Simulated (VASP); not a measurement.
Rh: single point with PBE

Rh:

```
CELL_PARAMETERS angstrom
1.91497 -1.91497 0.00000
1.91497 0.00000 -1.91497
8.52589 8.52589 8.52589
ATOMIC_POSITIONS crystal
Rh 0.66667 0.66667 0.07485
Rh 0.00000 0.00000 0.82354
Rh 0.33333 0.33333 0.22459
Rh 0.66667 0.66667 0.52407
Rh 0.00000 0.00000 0.37433
Rh 0.33333 0.33333 0.67380
```

This cell differs from its parent crystal: the distance across one plane changed.

| Item | Value |
| --- | --- |
| Program | VASP 6.6.1 |
| Task | single point |
| Functional | PBE |
| Potentials or basis | VASP PAW PBE potentials, release 64 (Rh_pv) |
| Cutoff | 520 eV |
| k mesh | 25 × 25 × 5 |
| Occupations | gaussian, width 0.15 eV |
| Spin | no spin polarisation |
| Dipole correction | no |
| Further INCAR settings | ALGO = Fast; EDIFF = 1e-06; NBANDS = 54 |

| Quantity | Value |
| --- | --- |
| Pressure | -4.6 GPa |
| Largest force | 0.274 eV/Å |
| Band gap on the k mesh | zero (bands 45 and 46 overlap by 1.64 eV) |

Forces on the atoms (eV/Å):
```
Rh  -0.059 -0.059 -0.059
Rh   0.059  0.059  0.059
Rh  -0.158 -0.158 -0.158
Rh   0.098  0.098  0.098
Rh  -0.098 -0.098 -0.098
Rh   0.158  0.158  0.158
```

Stress tensor (GPa, compression positive):
```
-4.64 -0.76 -0.76
-0.76 -4.64 -0.76
-0.76 -0.76 -4.64
```

Levels at points of the mesh, in eV from the Fermi level:
```csv
k point,band 40,band 41,band 42,band 43,band 44,band 45,band 46,band 47,band 48,band 49
"(0.00, 0.00, 0.00)",-2.00,-1.70,-0.99,-0.99,-0.97,-0.97,-0.71,-0.71,-0.22,-0.22
```

It took 37 min on 1 thread of Oxide Virtual Turin-like Processor, with other jobs on the host, peak memory 0.92 GiB.

Caveat: the cell differs from its parent crystal (the distance across one plane changed); the cell stands under tension.
